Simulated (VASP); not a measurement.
# Mn3Sb: single point with PBEsol

Mn3Sb:

```
Mn Sb
1.0
     0.00000    5.98824    5.98824
     2.99412    0.00000    2.99412
     2.99412    2.99412    0.00000
Mn Sb
6 2
Direct
  0.37500 0.75000 0.75000
  0.12500 0.25000 0.25000
  0.00000 0.00000 0.00000
  0.87500 0.75000 0.75000
  0.62500 0.25000 0.25000
  0.50000 0.00000 0.00000
  0.25000 0.50000 0.50000
  0.75000 0.50000 0.50000
```

```yaml
Program: VASP 6.6.1
Task: single point
Functional: PBEsol
Potentials_or_basis: VASP PAW PBE potentials, release 64 (Mn_pv, Sb)
Cutoff: 520 eV
k_mesh: 3 × 6 × 6
Occupations: fermi-dirac, width 0.1 eV
Spin: no spin polarisation
```

| Item | Value |
| --- | --- |
| Pressure | -14.2 GPa |
| Band gap on the k mesh | zero (bands 44 and 45 overlap by 0.32 eV) |

Levels at points of the mesh, in eV from the Fermi level:
```
           k point  band 41  band 42  band 43  band 44  band 45  band 46  band 47  band 48
(0.00, 0.00, 0.00)     0.14     0.14     0.17     0.17     0.29     0.29     0.34     0.34
(0.00, 0.50, 0.00)    -0.84    -0.84    -0.10    -0.03     0.17     0.17     0.20     0.29
```

It took 63 s on 1 thread of Intel(R) Xeon(R) 6975P-C (Granite Rapids), with other jobs on the host, peak memory 0.27 GiB.

Caveat: the cell stands under tension; the PAW data sets were made with another functional, which shifts forces and pressure a little; spin-orbit coupling is left out, which moves the levels of the heavy elements; the run has no spin polarisation, though such a crystal can be magnetic. Spin polarisation is off, so any magnetic state and its effect on volume and gap are missing.
